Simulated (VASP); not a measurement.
# Zr (P6_3/mmc) in VASP: a series of runs

Zr is run at these levels: PBEsol; tasks: single point.

All numbers are computed with VASP 6.6.1; they aren't measurements. Logs are shortened: lines on timing, memory, paths and dates and some standing lists are left out, and cuts for length are marked.

## 1. The cell of the first run

Symmetry: P6_3/mmc, No. 194, hexagonal system. Conventional cell: a = 3.167 Å, b = 3.167 Å, c = 5.147 Å, α = 90.00°, β = 90.00°, γ = 120.00°. Within 4.2 Å of Zr (site symmetry -6m2) lie 12 Zr at 3.16 to 3.17 Å.

## 2. Single point, PBEsol

File INCAR:

```
SYSTEM = Zr
ALGO     = Normal         ! electronic algorithm
EDIFF    = 1E-6           ! SCF threshold, eV
ENCUT    = 520            ! plane-wave cutoff, eV
GGA      = PS             ! functional
ISIF     = 2              ! what is computed and relaxed
ISMEAR   = -1             ! smearing method
LASPH    = .True.         ! aspherical terms in the spheres
LCHARG   = .False.        ! write CHGCAR
LREAL    = .False.        ! projectors in reciprocal space
LWAVE    = .False.        ! write WAVECAR
NBANDS   = 19             ! bands
NELM     = 60             ! most SCF steps
PREC     = Accurate       ! precision mode
SIGMA    = 0.05           ! smearing width, eV
```

File KPOINTS:

```
k-points
0
Gamma
  12 12 7
  0 0 0
```

File POSCAR:

```
Zr
1.0
    3.1673600000      0.0000000000      0.0000000000
   -1.5836800000      2.7430142180      0.0000000000
    0.0000000000      0.0000000000      5.1470000000
Zr
2
Direct
    0.3333333333      0.6666666667      0.2500000000
    0.6666666667      0.3333333333      0.7500000000
```

Potentials or basis: VASP PAW PBE potentials, release 64 (Zr_sv).

Launch:

```console
$ cat potpaw_PBE.64/Zr_sv/POTCAR > POTCAR
$ mpirun -np 1 vasp_std > vasp.out
```

OUTCAR:

```text
SYSTEM = Zr
   EDIFF = 1E-6
   ENCUT = 520
   GGA = PS
   ISIF = 2
   ISMEAR = -1
   LASPH = .True.
   LREAL = .False.
   NELM = 60
   PREC = Accurate

 ion  position               nearest neighbor table
   1  0.333  0.667  0.250-   2 3.16   2 3.16   2 3.16   2 3.16   2 3.16   2 3.16
   2  0.667  0.333  0.750-   1 3.16   1 3.16   1 3.16   1 3.16   1 3.16   1 3.16

  LATTYP: Found a hexagonal cell.
 ALAT       =     3.1673600000
 C/A-ratio  =     1.6250126288

  Lattice vectors:

 A1 = (   3.1673600000,   0.0000000000,   0.0000000000)
 A2 = (  -1.5836800000,   2.7430142180,   0.0000000000)
 A3 = (   0.0000000000,   0.0000000000,   5.1470000000)

Analysis of symmetry for initial positions (statically):
=====================================================================
 Subroutine PRICEL returns:
 Original cell was already a primitive cell.

 Routine SETGRP: Setting up the symmetry group for a
 hexagonal supercell.

 Subroutine GETGRP returns: Found 24 space group operations
 (whereof 12 operations were pure point group operations)
 out of a pool of 24 trial point group operations.

The static configuration has the point symmetry D_3d.
 The point group associated with its full space group is D_6h.

Analysis of symmetry for dynamics (positions and initial velocities):
=====================================================================
 Subroutine PRICEL returns:
 Original cell was already a primitive cell.

 Routine SETGRP: Setting up the symmetry group for a
 hexagonal supercell.

 Subroutine GETGRP returns: Found 24 space group operations
 (whereof 12 operations were pure point group operations)
 out of a pool of 24 trial point group operations.

The dynamic configuration has the point symmetry D_3d.
 The point group associated with its full space group is D_6h.

 Subroutine INISYM returns: Found 24 space group operations
 (whereof 12 operations are pure point group operations),
 and found     1 'primitive' translations

----------------------------------------------------------------------------------------

                                     Primitive cell

  volume of cell :      44.7177

  direct lattice vectors                    reciprocal lattice vectors
     3.167360000  0.000000000  0.000000000     0.315720348  0.182281228  0.000000000
    -1.583680000  2.743014218  0.000000000     0.000000000  0.364562456  0.000000000
     0.000000000  0.000000000  5.147000000     0.000000000  0.000000000  0.194287935

  length of vectors
     3.167360000  3.167359996  5.147000000     0.364562455  0.364562456  0.194287935

  position of ions in fractional coordinates (direct lattice)
     0.333333333  0.666666667  0.250000000
     0.666666667  0.333333333  0.750000000

  ion indices of the primitive-cell ions
   primitive index   ion index
                 1           1
                 2           2

----------------------------------------------------------------------------------------

 KPOINTS: k-points

Automatic generation of k-mesh.
 Grid dimensions read from file:
 generate k-points for:   12   12    7

 Generating k-lattice:

  Cartesian coordinates                     Fractional coordinates (reciprocal lattice)
     0.026310029  0.015190102  0.000000000     0.083333333  0.000000000  0.000000000
     0.000000000  0.030380205  0.000000000     0.000000000  0.083333333  0.000000000
     0.000000000  0.000000000  0.027755419     0.000000000  0.000000000  0.142857143

  Length of vectors
     0.030380205  0.030380205  0.027755419

  Shift w.r.t. Gamma in fractional coordinates (k-lattice)
     0.000000000  0.000000000  0.000000000

 Subroutine IBZKPT returns following result:
 ===========================================

 Found     76 irreducible k-points:

 Following reciprocal coordinates:
            Coordinates               Weight
  0.000000  0.000000  0.000000      1.000000
  0.083333  0.000000  0.000000      6.000000
  0.166667  0.000000  0.000000      6.000000
  0.250000  0.000000  0.000000      6.000000
  0.333333  0.000000  0.000000      6.000000
  0.416667  0.000000  0.000000      6.000000
[... 16 lines left out ...]
  0.250000  0.000000  0.142857     12.000000
  0.333333  0.000000  0.142857     12.000000
 [... further k-points ...]
   k-points           NKPTS =     76   k-points in BZ     NKDIM =     76   number of bands    NBANDS=     19
   number of dos      NEDOS =    301   number of ions     NIONS =      2
   total plane-waves  NPLWV =  23040
   dimension x,y,z NGX =    24 NGY =   24 NGZ =   40
   dimension x,y,z NGXF=    48 NGYF=   48 NGZF=   80
   ions per type =               2
   NGX,Y,Z   is equivalent  to a cutoff of  12.60, 12.60, 12.92 a.u.
   NGXF,Y,Z  is equivalent  to a cutoff of  25.19, 25.19, 25.84 a.u.
 SYSTEM =  Zr
   PREC   = accura    normal or accurate (medium, high low for compatibility)
   ISTART =      0    job   : 0-new  1-cont  2-samecut
   ICHARG =      2    charge: 1-file 2-atom 10-const
   ISPIN  =      1    spin polarized calculation?
   LNONCOLLINEAR =      F non collinear calculations
   LSORBIT =      F    spin-orbit coupling
   LASPH  =      T    aspherical Exc in radial PAW
   ENCUT  =  520.0 eV  38.22 Ry    6.18 a.u.   5.89  5.89  9.57*2*pi/ulx,y,z
   NELM   =     60;   NELMIN=  2; NELMDL= -5     # of ELM steps
   EDIFF  = 0.1E-05   stopping-criterion for ELM
   LREAL  =      F    real-space projection
   EDIFFG = 0.1E-04   stopping-criterion for IOM
   NSW    =      0    number of steps for IOM
   IBRION =     -1    ionic relax: 0-MD 1-quasi-New 2-CG
   NFREE  =      0    steps in history (QN), initial steepest desc. (CG)
   ISIF   =      2    stress and relaxation
   ISYM   =      2    0-nonsym 1-usesym 2-fastsym
   POTIM  = 0.5000    time-step for ionic-motion
   TEBEG  =    0.0;   TEEND  =   0.0 temperature during run
   PSTRESS=    0.0 pullay stress
   NELECT =      24.0000    total number of electrons
   NUPDOWN=      -1.0000    fix difference up-down
   EMIN   =  10.00;   EMAX   =-10.00  energy-range for DOS
   EFERMI =   0.00;   METHOD = LEGACY
   ISMEAR =    -1;   SIGMA  =   0.05  broadening in eV -4-tet -1-fermi 0-gaus
   EFERMI_NEDOS =   21; number of points for ismear=-14 and -15
   IALGO  =     38    algorithm
   IMIX   =      4    mixing-type and parameters
     AMIX     =   0.40;   BMIX     =  1.00
     AMIX_MAG =   1.60;   BMIX_MAG =  1.00
  volume/ion in A,a.u.               =      22.36       150.89
  Fermi-wavevector in a.u.,A,eV,Ry     =   1.330410  2.514110 24.082171  1.769990
  Thomas-Fermi vector in A             =   2.459499
   LORBIT       =      0    0 simple, 1 ext, 2 COOP (PROOUT), +10 PAW based schemes
   GGA     = PS    functional components
   LHFCALC =     F    Hartree Fock is set to
   AEXX    =    0.0000 exact exchange contribution
   IVDW    =     0    specifies the selected vdW correction
   LEPSILON=     F    determine dielectric tensor
   LRPA    =     F    only Hartree local field effects (RPA)
 non-spin polarized calculation
  energy-cutoff  :      520.00
  volume of cell :       44.72
 maximum number of plane-waves:      1218
 NGX is ok and might be reduce to    24
   NGX = 11   NGY = 11   NGZ = 19

 number of electron      24.0000000 magnetization

 Free energy of the ion-electron system (eV)
  ---------------------------------------------------
  ext. energy  EPLUGINS =         0.00000000
  ---------------------------------------------------
  free energy    TOTEN  =       -18.16641682 eV

  energy without entropy =      -18.14814243  energy(sigma->0) =      -18.15727962

 E-fermi :   9.3155     XC(G=0): -11.3884

 val. band max:        9.3031997912   @ k =   0.0833   0.0833   0.1429
 cond. band min:       9.3223660369   @ k =   0.1667   0.0000   0.2857
 fundamental gap:      0.0191662457
 Fermi energy:         9.3155056400

 k-point     1 :       0.0000    0.0000    0.0000
  band No.  band energies     occupation
      1     -39.3330      2.00000
      2     -39.1620      2.00000
      3     -17.9386      2.00000
      4     -16.9434      2.00000
      5     -16.9434      2.00000
      6     -16.8265      2.00000
[... 11 lines left out ...]
     18      11.6762      0.00000
     19      13.9879      0.00000

 k-point     2 :       0.0833    0.0000    0.0000
  band No.  band energies     occupation
      1     -39.3233      2.00000
      2     -39.1573      2.00000
      3     -17.9143      2.00000
      4     -17.0012      2.00000
      5     -16.9616      2.00000
      6     -16.8577      2.00000
[... 11 lines left out ...]
     18      11.4946      0.00000
     19      14.1164      0.00000

 k-point     3 :       0.1667    0.0000    0.0000
  band No.  band energies     occupation
      1     -39.2961      2.00000
      2     -39.1450      2.00000
      3     -17.8448      2.00000
      4     -17.1588      2.00000
      5     -17.0160      2.00000
      6     -17.0095      2.00000
[... 11 lines left out ...]
     18      11.6221      0.00000
     19      14.3732      0.00000

 k-point     4 :       0.2500    0.0000    0.0000
  band No.  band energies     occupation
      1     -39.2574      2.00000
      2     -39.1295      2.00000
      3     -17.7400      2.00000
      4     -17.3726      2.00000
      5     -17.2220      2.00000
      6     -17.0718      2.00000
[... 11 lines left out ...]
     18      12.4515      0.00000
     19      14.5971      0.00000

 k-point     5 :       0.3333    0.0000    0.0000
  band No.  band energies     occupation
      1     -39.2156      2.00000
      2     -39.1168      2.00000
      3     -17.6163      2.00000
      4     -17.5839      2.00000
      5     -17.4183      2.00000
      6     -17.1317      2.00000
[... 11 lines left out ...]
     18      13.4624      0.00000
     19      14.7370      0.00000
[... 334 lines left out ...]
      2     -39.1657      2.00000
      3     -17.8657      2.00000
      4     -16.9929      2.00000
      5     -16.9540      2.00000
      6     -16.9195      2.00000
[... 11 lines left out ...]
     18      11.7811      0.00000
     19      14.1290      0.00000

 k-point    22 :       0.1667    0.0000    0.1429
  band No.  band energies     occupation
      1     -39.2887      2.00000
      2     -39.1526      2.00000
      3     -17.8058      2.00000
      4     -17.1465      2.00000
      5     -17.0569      2.00000
      6     -17.0007      2.00000
[... 11 lines left out ...]
     18      11.6974      0.00000
     19      14.3295      0.00000

 k-point    23 :       0.2500    0.0000    0.1429
  band No.  band energies     occupation
      1     -39.2511      2.00000
      2     -39.1359      2.00000
      3     -17.7245      2.00000
      4     -17.3476      2.00000
      5     -17.2535      2.00000
      6     -17.0617      2.00000
[... 11 lines left out ...]
     18      12.3804      0.00000
     19      14.4965      0.00000

 k-point    24 :       0.3333    0.0000    0.1429
  band No.  band energies     occupation
      1     -39.2107      2.00000
      2     -39.1217      2.00000
      3     -17.6902      2.00000
      4     -17.5013      2.00000
      5     -17.4250      2.00000
      6     -17.1204      2.00000
[... 11 lines left out ...]
     18      13.3179      0.00000
     19      14.6158      0.00000

 [... further k-points ...]

------------------------ aborting loop because EDIFF is reached ----------------------------------------

  FORCE on cell =-STRESS in cart. coord.  units (eV):
  Direction    XX          YY          ZZ          XY          YZ          ZX
  --------------------------------------------------------------------------------------
  -------------------------------------------------------------------------------------
  Total        0.2102009      0.2102009     -0.0068244      0.0000000     -0.0000000      0.0000000
  in kB        7.5312225      7.5312224     -0.2445099      0.0000000     -0.0000000      0.0000000
  external PRESSURE =       4.9393117 kB  Pullay stress =       0.0000000 kB

 VOLUME and BASIS-vectors are now :
 -----------------------------------------------------------------------------
  energy-cutoff  :      520.00
  volume of cell :       44.72
      direct lattice vectors                 reciprocal lattice vectors
     3.167360000  0.000000000  0.000000000     0.315720348  0.182281228  0.000000000
    -1.583680000  2.743014218  0.000000000     0.000000000  0.364562456  0.000000000
     0.000000000  0.000000000  5.147000000     0.000000000  0.000000000  0.194287935

 POSITION                                       TOTAL-FORCE (eV/Angst)
 -----------------------------------------------------------------------------------
     -0.00000      1.82868      1.28675         0.000000     -0.000000      0.000000
      1.58368      0.91434      3.86025        -0.000000      0.000000      0.000000
 -----------------------------------------------------------------------------------
    total drift:                                0.000000     -0.000000      0.000000

  FREE ENERGIE OF THE ION-ELECTRON SYSTEM (eV)
  ---------------------------------------------------
  free  energy   TOTEN  =       -18.1664168188 eV

  energy  without entropy=      -18.1481424269  energy(sigma->0) =      -18.15727962
```

Wall time 98 s (1 thread of AMD EPYC 7R13, shared host); peak memory 0.16 GiB.

Results:

```yaml
Free_energy: -18.1664 eV
Pressure: 0.5 GPa
Band_gap_on_the_k_mesh: zero (band 12 reaches 10.22 eV, above the bottom of band 13 at 9.10 eV)
```

Levels at points of the mesh, in eV from the Fermi level:
| k point | band 9 | band 10 | band 11 | band 12 | band 13 | band 14 | band 15 | band 16 |
| --- | --- | --- | --- | --- | --- | --- | --- | --- |
| (0.00, 0.00, 0.00) | -5.74 | -3.15 | 0.85 | 0.90 | 0.90 | 1.19 | 1.59 | 1.59 |
| (0.50, 0.00, 0.00) | -2.71 | -2.57 | -2.29 | -0.04 | 0.65 | 0.72 | 1.44 | 5.28 |

Caveat: the PAW data sets were made with another functional, which shifts forces and pressure a little.

[end of part 1 of 2]
